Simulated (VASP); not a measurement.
# Hf9CrW6 (P1) in VASP: single point with PBEsol

Aim: the single point of Hf9CrW6 with PBEsol.

All numbers are computed with VASP 6.6.1; they aren't measurements. Logs are shortened: lines on timing, memory, paths and dates and some standing lists are left out, and cuts for length are marked.

## 1. The cell of the first run

The typed cell holds 16 atoms: a = 6.405 Å, b = 6.634 Å, c = 6.935 Å, α = 89.32°, β = 89.38°, γ = 89.64°.

## 2. Single point, PBEsol

Input file INCAR:

```
PREC     = Accurate       # precision mode
ENCUT    = 520            # plane-wave cutoff, eV
EDIFF    = 1E-6           # SCF threshold, eV
ISMEAR   = 0              # smearing method
SIGMA    = 0.1            # smearing width, eV
LREAL    = Auto         
LASPH    = True           # aspherical terms in the spheres
NELM     = 80             # most SCF steps
ALGO     = Fast           # electronic algorithm
ISIF     = 2              # what is computed and relaxed
LWAVE    = False          # write WAVECAR
LCHARG   = False          # write CHGCAR
GGA      = PS             # functional
NBANDS   = 107            # bands
```

Input file KPOINTS:

```
regular mesh
0
Gamma
  3 3 3
```

Input file POSCAR:

```
Hf9CrW6
1.0
    6.4045380000      0.0203940000      0.0360490000
    0.0203940000      6.6334930000      0.0404240000
    0.0360490000      0.0404240000      6.9352440000
Cr Hf W
1 9 6
Direct
    0.9979312259      0.5037466984      0.4592530130
    0.0077440472      0.9991922882      0.0088913796
    0.4991687493      0.9965054295      0.0191348711
    0.0041485172      0.5028973833      0.0238711547
    0.0034840237      0.9925190355      0.4790781851
    0.4977637536      0.5012235256      0.0131513887
    0.4956184888      0.9978473963      0.4943253631
    0.2347725220      0.2834544550      0.7171972340
    0.7635286091      0.2776886220      0.7273461945
    0.7682492539      0.7247140435      0.7217184275
    0.2452036858      0.2612346714      0.2802986870
    0.7515369533      0.2599172054      0.2615654280
    0.2470490912      0.7365078616      0.2689688842
    0.4953945930      0.5056520053      0.4872180857
    0.7501935908      0.7316963123      0.2801659553
    0.2458703385      0.7294815569      0.7521077377
```

Potentials or basis: VASP PAW PBE potentials, release 64 (Cr_pv, Hf_pv, W_sv).

The run is started by

```console
> cat potpaw_PBE.64/Cr_pv/POTCAR potpaw_PBE.64/Hf_pv/POTCAR potpaw_PBE.64/W_sv/POTCAR > POTCAR
> mpirun -np 1 vasp_std > vasp.out
```

OUTCAR:

```text
PREC = Accurate
   ENCUT = 520
   EDIFF = 1E-6
   ISMEAR = 0
   LREAL = Auto
   LASPH = True
   NELM = 80
   ISIF = 2
   GGA = PS

 ion  position               nearest neighbor table
   1  0.998  0.504  0.459-  15 2.51  13 2.57  11 2.57  12 2.67  10 2.76   8 2.76   9 2.80  16 3.01
                             4 3.02  14 3.19  14 3.22   5 3.25   5 3.39
   2  0.008  0.999  0.009-  13 2.93  16 2.95  12 2.95  11 3.01  15 3.05   9 3.10   8 3.11  10 3.13
                             3 3.15   3 3.26   5 3.26   4 3.29   4 3.34   5 3.68
   3  0.499  0.997  0.019-  13 2.91  12 2.94  15 2.98  11 3.00  16 3.06   2 3.15   9 3.21  10 3.23
                             2 3.26   6 3.29   8 3.29   7 3.30   6 3.35   7 3.64
   4  0.004  0.503  0.024-  12 2.80  13 2.80  11 2.84  15 2.84  16 2.85   8 2.97  10 2.97   9 3.00
                             1 3.02   6 3.16   6 3.24   2 3.29   2 3.34
   5  0.003  0.993  0.479-  11 2.72  13 2.72  15 2.77  12 2.82  10 2.86   8 2.97   9 2.98  16 3.00
                             7 3.16   1 3.25   7 3.25   2 3.26   1 3.39   2 3.68
   6  0.498  0.501  0.013-  12 2.85  13 2.85  16 2.85  11 2.91  15 2.92   9 3.00  10 3.03   8 3.05
                             4 3.16   4 3.24   3 3.29  14 3.29   3 3.35  14 3.65
   7  0.496  0.998  0.494-  11 2.79  15 2.82  13 2.85  12 2.87   8 2.96  10 2.96  16 2.97   9 3.03
                             5 3.16   5 3.25  14 3.27   3 3.30  14 3.37   3 3.64
   8  0.235  0.283  0.717-  14 2.72   1 2.76   7 2.96   4 2.97   5 2.97  16 2.97   9 3.02  11 3.04
                             6 3.05   2 3.11   3 3.29   9 3.39  16 3.68
   9  0.764  0.278  0.727-   1 2.80  14 2.82  10 2.97   5 2.98   6 3.00   4 3.00   8 3.02   7 3.03
                             2 3.10   3 3.21  12 3.24   8 3.39  10 3.67
  10  0.768  0.725  0.722-   1 2.76  14 2.82   5 2.86   7 2.96   9 2.97   4 2.97   6 3.03  15 3.07
                            16 3.07   2 3.13   3 3.23  16 3.35   9 3.67
  11  0.245  0.261  0.280-   1 2.57  14 2.72   5 2.72   7 2.79   4 2.84   6 2.91   3 3.00   2 3.01
                             8 3.04  13 3.15  12 3.17  12 3.24  13 3.48
  12  0.752  0.260  0.262-   1 2.67  14 2.79   4 2.80   5 2.82   6 2.85   7 2.87   3 2.94   2 2.95
                            15 3.13  11 3.17   9 3.24  11 3.24
  13  0.247  0.737  0.269-   1 2.57  14 2.67   5 2.72   4 2.80   6 2.85   7 2.85   3 2.91   2 2.93
                            11 3.15  15 3.18  15 3.22  16 3.35  11 3.48
  14  0.495  0.506  0.487-  15 2.63  13 2.67  11 2.72   8 2.72  12 2.79  10 2.82   9 2.82  16 2.85
                             1 3.19   1 3.22   7 3.27   6 3.29   7 3.37   6 3.65
  15  0.750  0.732  0.280-   1 2.51  14 2.63   5 2.77   7 2.82   4 2.84   6 2.92   3 2.98   2 3.05
                            10 3.07  12 3.13  13 3.18  13 3.22
  16  0.246  0.729  0.752-  14 2.85   4 2.85   6 2.85   2 2.95   7 2.97   8 2.97   5 3.00   1 3.01
                             3 3.06  10 3.07  10 3.35  13 3.35   8 3.68

  LATTYP: Found a triclinic cell.
 ALAT       =     9.4912478540
 B/A-ratio  =     0.6747976685
 C/A-ratio  =     1.0051130502
 COS(alpha) =     0.0035083203
 COS(beta)  =     0.5275386049
 COS(gamma) =     0.6827220549

  Lattice vectors:

 A1 = (  -6.4405870000,  -0.0608180000,  -6.9712930000)
 A2 = (  -6.4045380000,  -0.0203940000,  -0.0360490000)
 A3 = (  -0.0156550000,   6.5930690000,  -6.8948200000)

Analysis of symmetry for initial positions (statically):
=====================================================================
 Subroutine PRICEL returns:
 Original cell was already a primitive cell.

 Routine SETGRP: Setting up the symmetry group for a
 triclinic supercell.

 Subroutine GETGRP returns: Found  1 space group operations
 (whereof  1 operations were pure point group operations)
 out of a pool of  2 trial point group operations.

The static configuration has the point symmetry C_1 .

Analysis of symmetry for dynamics (positions and initial velocities):
=====================================================================
 Subroutine PRICEL returns:
 Original cell was already a primitive cell.

 Routine SETGRP: Setting up the symmetry group for a
 triclinic supercell.

 Subroutine GETGRP returns: Found  1 space group operations
 (whereof  1 operations were pure point group operations)
 out of a pool of  2 trial point group operations.

The dynamic configuration has the point symmetry C_1 .

 Subroutine INISYM returns: Found  1 space group operations
 (whereof  1 operations are pure point group operations),
 and found     1 'primitive' translations

----------------------------------------------------------------------------------------

                                     Primitive cell

  volume of cell :     294.6182

  direct lattice vectors                    reciprocal lattice vectors
     6.404538000  0.020394000  0.036049000     0.156145353 -0.000475124 -0.000808865
[... 65 lines left out ...]
 ===========================================

 Found     14 irreducible k-points:

 Following reciprocal coordinates:
            Coordinates               Weight
  0.000000  0.000000  0.000000      1.000000
  0.333333  0.000000  0.000000      2.000000
 -0.000000  0.333333 -0.000000      2.000000
  0.333333  0.333333  0.000000      2.000000
 -0.333333  0.333333 -0.000000      2.000000
  0.000000 -0.000000  0.333333      2.000000
  0.333333 -0.000000  0.333333      2.000000
 -0.333333 -0.000000  0.333333      2.000000
 -0.000000  0.333333  0.333333      2.000000
  0.333333  0.333333  0.333333      2.000000
 -0.333333  0.333333  0.333333      2.000000
 -0.000000 -0.333333  0.333333      2.000000
  0.333333 -0.333333  0.333333      2.000000
 -0.333333 -0.333333  0.333333      2.000000
   k-points           NKPTS =     14   k-points in BZ     NKDIM =     14   number of bands    NBANDS=    107
   number of dos      NEDOS =    301   number of ions     NIONS =     16
   total plane-waves  NPLWV = 129600
   dimension x,y,z NGX =    48 NGY =   50 NGZ =   54
   dimension x,y,z NGXF=    96 NGYF=  100 NGZF=  108
   ions per type =               1   9   6
   NGX,Y,Z   is equivalent  to a cutoff of  12.46, 12.53, 12.94 a.u.
   NGXF,Y,Z  is equivalent  to a cutoff of  24.92, 25.06, 25.89 a.u.
 SYSTEM =  unknown system
   PREC   = accura    normal or accurate (medium, high low for compatibility)
   ISTART =      0    job   : 0-new  1-cont  2-samecut
   ICHARG =      2    charge: 1-file 2-atom 10-const
   ISPIN  =      1    spin polarized calculation?
   LNONCOLLINEAR =      F non collinear calculations
   LSORBIT =      F    spin-orbit coupling
   LASPH  =      T    aspherical Exc in radial PAW
   ENCUT  =  520.0 eV  38.22 Ry    6.18 a.u.  11.91 12.33 12.90*2*pi/ulx,y,z
   NELM   =     80;   NELMIN=  2; NELMDL= -5     # of ELM steps
   EDIFF  = 0.1E-05   stopping-criterion for ELM
   LREAL  =      T    real-space projection
   EDIFFG = 0.1E-04   stopping-criterion for IOM
   NSW    =      0    number of steps for IOM
   IBRION =     -1    ionic relax: 0-MD 1-quasi-New 2-CG
   NFREE  =      0    steps in history (QN), initial steepest desc. (CG)
   ISIF   =      2    stress and relaxation
   ISYM   =      2    0-nonsym 1-usesym 2-fastsym
   POTIM  = 0.5000    time-step for ionic-motion
   TEBEG  =    0.0;   TEEND  =   0.0 temperature during run
   PSTRESS=    0.0 pullay stress
   NELECT =     186.0000    total number of electrons
   NUPDOWN=      -1.0000    fix difference up-down
   EMIN   =  10.00;   EMAX   =-10.00  energy-range for DOS
   EFERMI =   0.00;   METHOD = LEGACY
   ISMEAR =     0;   SIGMA  =   0.10  broadening in eV -4-tet -1-fermi 0-gaus
   EFERMI_NEDOS =   21; number of points for ismear=-14 and -15
   IALGO  =     68    algorithm
   IMIX   =      4    mixing-type and parameters
     AMIX     =   0.40;   BMIX     =  1.00
     AMIX_MAG =   1.60;   BMIX_MAG =  1.00
  volume/ion in A,a.u.               =      18.41       124.26
  Fermi-wavevector in a.u.,A,eV,Ry     =   1.404406  2.653942 26.835530  1.972356
  Thomas-Fermi vector in A             =   2.526971
   LORBIT       =      0    0 simple, 1 ext, 2 COOP (PROOUT), +10 PAW based schemes
   GGA     = PS    functional components
   LHFCALC =     F    Hartree Fock is set to
   AEXX    =    0.0000 exact exchange contribution
   IVDW    =     0    specifies the selected vdW correction
   LEPSILON=     F    determine dielectric tensor
   LRPA    =     F    only Hartree local field effects (RPA)
 non-spin polarized calculation
 RMM-DIIS sequential band-by-band and
 Gauss-broadening in eV      SIGMA  =   0.10
  energy-cutoff  :      520.00
  volume of cell :      294.62
 maximum number of plane-waves:      7963
   NGX = 23   NGY = 25   NGZ = 25

 number of electron     186.0000003 magnetization

 Free energy of the ion-electron system (eV)
  ---------------------------------------------------
  ext. energy  EPLUGINS =         0.00000000
  ---------------------------------------------------
  free energy    TOTEN  =      -185.08619434 eV

  energy without entropy =     -184.99726460  energy(sigma->0) =     -185.04172947

 E-fermi :   6.9093     XC(G=0): -12.4562

 val. band max:        6.9081371514   @ k =  -0.3333  -0.0000   0.3333
 cond. band min:       6.9105789232   @ k =   0.3333  -0.3333   0.3333
 fundamental gap:      0.0024417717
 Fermi energy:         6.9093212794

 k-point     1 :       0.0000    0.0000    0.0000
  band No.  band energies     occupation
      1     -66.4676      2.00000
      2     -66.4284      2.00000
      3     -66.4073      2.00000
      4     -66.3760      2.00000
      5     -66.3645      2.00000
      6     -66.3190      2.00000
[... 1501 lines left out ...]
    104       8.6908      0.00000
    105       8.8822      0.00000
 [bands above 105 left out]

------------------------ aborting loop because EDIFF is reached ----------------------------------------

  FORCE on cell =-STRESS in cart. coord.  units (eV):
  Direction    XX          YY          ZZ          XY          YZ          ZX
  --------------------------------------------------------------------------------------
  -------------------------------------------------------------------------------------
  Total        0.6837744     -2.0843622     -2.4171661      0.7121340     -0.9249466     -0.4740623
  in kB        3.7184669    -11.3350711    -13.1449080      3.8726904     -5.0299967     -2.5780213
  external PRESSURE =      -6.9205041 kB  Pullay stress =       0.0000000 kB

 VOLUME and BASIS-vectors are now :
 -----------------------------------------------------------------------------
  energy-cutoff  :      520.00
  volume of cell :      294.62
      direct lattice vectors                 reciprocal lattice vectors
     6.404538000  0.020394000  0.036049000     0.156145353 -0.000475124 -0.000808865
     0.020394000  6.633493000  0.040424000    -0.000475124  0.150756941 -0.000876259
     0.036049000  0.040424000  6.935244000    -0.000808865 -0.000876259  0.144200345

 POSITION                                       TOTAL-FORCE (eV/Angst)
 -----------------------------------------------------------------------------------
      6.41812      3.38052      3.24137         0.102872     -0.185063      0.409874
      0.07030      6.62865      0.10233        -0.158302     -0.053670      0.052790
      3.21796      6.62127      0.19098         0.015019     -0.075367     -0.020727
      0.03769      3.33702      0.18603        -0.213827     -0.028864     -0.075323
      0.05983      6.60331      3.36277        -0.142592      0.185398      0.573111
      3.19864      3.33555      0.12941         0.099944     -0.046682      0.006733
[... 8 lines left out ...]
      4.82967      4.88033      1.99964        -0.069028      0.074587     -0.624513
      1.61668      4.87443      5.25440         0.280970      0.444500     -0.410121
 -----------------------------------------------------------------------------------
    total drift:                               -0.001148     -0.002397     -0.002757

  FREE ENERGIE OF THE ION-ELECTRON SYSTEM (eV)
  ---------------------------------------------------
  free  energy   TOTEN  =      -185.0861943380 eV

  energy  without entropy=     -184.9972646014  energy(sigma->0) =     -185.04172947
```

Wall time 18 min (1 thread of Intel Xeon Platinum 8488C (Sapphire Rapids), shared host); peak memory 0.52 GiB.

What came out:

- Free energy: -185.0862 eV
- Pressure: -0.7 GPa
- Largest force: 0.675 eV/Å
- Band gap on the k mesh: zero (bands 93 and 94 overlap by 0.83 eV)

Forces in eV/Å, atoms in the order of the input:
```
Cr   0.103 -0.185  0.410
Hf  -0.158 -0.054  0.053
Hf   0.015 -0.075 -0.021
Hf  -0.214 -0.029 -0.075
Hf  -0.143  0.185  0.573
Hf   0.100 -0.047  0.007
Hf   0.105 -0.061  0.037
Hf  -0.064 -0.065  0.356
Hf  -0.196 -0.274  0.016
Hf  -0.027 -0.009  0.447
W    0.193  0.108 -0.637
W   -0.154  0.072  0.267
W    0.203  0.035 -0.199
W    0.024 -0.119 -0.197
W   -0.069  0.075 -0.625
W    0.281  0.445 -0.410
```

Levels at points of the mesh, in eV from the Fermi level:
| k point | band 89 | band 90 | band 91 | band 92 | band 93 | band 94 | band 95 | band 96 | band 97 | band 98 |
| --- | --- | --- | --- | --- | --- | --- | --- | --- | --- | --- |
| (0.00, 0.00, 0.00) | 0.09 | 0.19 | 0.30 | 0.39 | 0.53 | 0.70 | 0.76 | 0.85 | 1.00 | 1.15 |

Caveat: the PAW data sets were made with another functional, which shifts forces and pressure a little; spin-orbit coupling is left out, which moves the levels of the heavy elements; the run has no spin polarisation, though such a crystal can be magnetic. Spin polarisation is off, so any magnetic state and its effect on volume and gap are missing.
